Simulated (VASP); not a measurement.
**PrScO: relaxation of cell and atoms with PBE**

PrScO:

```
CELL_PARAMETERS angstrom
4.42169 0.00000 0.00000
-2.21085 3.82930 0.00000
0.00000 0.00000 6.93279
ATOMIC_POSITIONS crystal
Pr 0.33333 0.66667 0.25000
Pr 0.66667 0.33333 0.75000
Sc 0.33333 0.66667 0.75000
Sc 0.66667 0.33333 0.25000
O 0.00000 0.00000 0.50000
O 0.00000 0.00000 0.00000
```

The cell was generated, and may not be a known phase.

```yaml
Program: VASP 6.6.1
Task: relaxation of cell and atoms
Functional: PBE
Potentials_or_basis: VASP PAW PBE potentials, release 64 (Pr_3, Sc_sv, O), 4f in core
Cutoff: 600 eV
k_mesh: 4 × 4 × 3
Occupations: gaussian, width 0.2 eV
Spin: no spin polarisation
Dipole_correction: no
Further_INCAR_settings: ALGO = Normal; EDIFF = 1e-07; IBRION = 2; EDIFFG = -0.08; NSW = 36; ISIF = 3
```

```json
{"Relaxed volume": "18.90 Å³/atom", "Relaxed cell": "a = 4.671 Å, b = 4.671 Å, c = 6.003 Å, α = 90.00°, β = 90.00°, γ = 120.00°", "Space group after relaxing (to 0.1 Å)": "P6_3/mmc (No. 194)", "Energy gained by relaxing": "225.5 meV/atom", "Ionic steps": "5", "Pressure after relaxing": "-0.3 GPa", "Band gap on the k mesh": "zero (bands 28 and 29 overlap by 0.20 eV)"}
```

Stress tensor (GPa, compression positive):
```
-0.65  0.00  0.00
 0.00 -0.65  0.00
 0.00  0.00  0.45
```

Step by step:
```csv
step,energy change (eV),largest force (eV/Å),pressure (GPa),volume (Å³)
1,0.0000,0.0000,0.24,117.39
2,-1.2372,0.0000,-1.93,117.05
3,-1.3338,0.0000,-1.58,116.66
4,-1.3362,0.0000,-1.48,116.59
5,-1.3532,0.0000,-0.28,113.41
```

Final structure:
```yaml
crystal:
  lattice:
    - [4.67070, 0.00000, 0.00000]
    - [-2.33535, 4.04495, 0.00000]
    - [0.00000, 0.00000, 6.00275]
  atoms:
    - { symbol: Pr, position: [0.33333, 0.66667, 0.25000] }
    - { symbol: Pr, position: [0.66667, 0.33333, 0.75000] }
    - { symbol: Sc, position: [0.33333, 0.66667, 0.75000] }
    - { symbol: Sc, position: [0.66667, 0.33333, 0.25000] }
    - { symbol: O, position: [0.00000, 0.00000, 0.50000] }
    - { symbol: O, position: [0.00000, 0.00000, 0.00000] }
```

Levels at points of the mesh, in eV from the Fermi level:
```
           k point  band 25  band 26  band 27  band 28  band 29  band 30  band 31  band 32
(0.00, 0.00, 0.00)    -1.55    -1.55    -1.46    -0.72     0.29     1.21     1.21     1.50
(0.50, 0.00, 0.00)    -1.23    -1.06    -0.76    -0.58    -0.07     0.20     0.28     0.29
```

Wall time 110 s on 1 thread of Intel(R) Xeon(R) 6975P-C (Granite Rapids), on a shared host, peak memory 0.28 GiB.

Caveat: the k points lie up to 0.39 Å⁻¹ apart in the final cell; spin-orbit coupling is left out, which moves the levels of the heavy elements; the 4f electrons are frozen in the core, so they carry no moment and show no levels; the run has no spin polarisation, though such a crystal can be magnetic. Spin polarisation is off, so any magnetic state and its effect on volume and gap are missing.
